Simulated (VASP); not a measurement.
A run of VASP 6.6.1 is set up as follows.

The input POSCAR:

```
TiAl
1.0
    2.8087302532      0.0000000000      0.0000000000
   -1.4043651265      2.4324317516      0.0000000000
    0.0000000000      0.0000000000      4.5825851222
Ti Al
1 1
Direct
    0.0000000000      0.0000000000      0.0000000000
    0.3333333333      0.6666666667      0.5000000000
```

Contents of INCAR.step1:

```
PREC     = Accurate       # precision mode
ENCUT    = 520            # plane-wave cutoff, eV
EDIFF    = 1E-5           # SCF threshold, eV
ISMEAR   = -1             # smearing method
SIGMA    = 0.05           # smearing width, eV
LREAL    = False          # projectors in reciprocal space
LASPH    = True           # aspherical terms in the spheres
NELM     = 80             # most SCF steps
ALGO     = Normal         # electronic algorithm
ISIF     = 2              # what is computed and relaxed
LWAVE    = True           # write WAVECAR
LCHARG   = False          # write CHGCAR
NBANDS   = 14             # bands
GGA      = PE             # functional
```

Contents of INCAR.step2:

```
PREC     = Accurate       # precision mode
ENCUT    = 520            # plane-wave cutoff, eV
EDIFF    = 1E-7           # SCF threshold, eV
ISMEAR   = -1             # smearing method
SIGMA    = 0.05           # smearing width, eV
LREAL    = False          # projectors in reciprocal space
LASPH    = True           # aspherical terms in the spheres
NELM     = 80             # most SCF steps
ALGO     = Normal         # electronic algorithm
ISIF     = 2              # what is computed and relaxed
LWAVE    = False          # write WAVECAR
LCHARG   = False          # write CHGCAR
GGA      = PE             # functional
LHFCALC  = True           # exact exchange
AEXX     = 0.25           # exact-exchange fraction
PRECFOCK = Normal       
NBANDS   = 14             # bands
ISTART   = 1
```

File KPOINTS:

```
regular mesh
0
Gamma
  6 6 4
```

Potentials or basis: VASP PAW PBE potentials, release 64 (Ti_sv, Al).

Command:

```bash
$ cat potpaw_PBE.64/Ti_sv/POTCAR potpaw_PBE.64/Al/POTCAR > POTCAR
$ cp INCAR.step1 INCAR
$ mpirun -np 1 vasp_std > vasp.out
$ cp INCAR.step2 INCAR
$ mpirun -np 1 vasp_std > vasp.out
```

Task: Predict the band gap on the k mesh.

Result: Zero (an odd number of electrons rules out a gap without spin polarisation).

Task: What does it give for the pressure?

Result: 5.8 GPa.

Stress tensor (GPa, compression positive):
```
6.20 0.00 0.00
0.00 6.20 0.00
0.00 0.00 5.10
```

Caveat: the k points lie up to 0.43 Å⁻¹ apart, too coarse for converged energies and pressures of a metal; the PAW data sets were made with another functional, which shifts forces and pressure a little.
